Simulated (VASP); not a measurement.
A run of VASP 6.6.1 is set up as follows.

File INCAR:

```
ALGO = Normal
EDIFF = 1E-6
ENCUT = 600
GGA = PE
GGA_COMPAT = F
ISIF = 2
ISMEAR = -1
ISPIN = 2
LASPH = T
LCHARG = F
LMAXMIX = 4
LORBIT = 11
LREAL = F
LWAVE = F
MAGMOM = 2.23
NBANDS = 14
NELM = 200
PREC = Accurate
SIGMA = 0.1
```

Contents of KPOINTS:

```
k-points
0
Gamma
  8 8 8
```

Contents of POSCAR:

```
Fe
1.0
   -1.3789360000      1.3789360000      1.3789360000
    1.3789360000     -1.3789360000      1.3789360000
    1.3789360000      1.3789360000     -1.3789360000
Fe
1
Direct
    0.0000000000      0.0000000000      0.0000000000
```

Potentials or basis: VASP PAW PBE potentials, release 64 (Fe).

The run is started by

```console
$ cat potpaw_PBE.64/Fe/POTCAR > POTCAR
$ mpirun -np 1 vasp_std > vasp.out
```

Q: Estimate the site moments.

A: Fe +1.98 μB.

Q: What does it give for the net moment?

A: 2.00 μB per cell.

Q: Predict the pressure.

A: 17.3 GPa.

Caveat: the k points lie up to 0.40 Å⁻¹ apart, too coarse for converged energies and pressures of a metal.
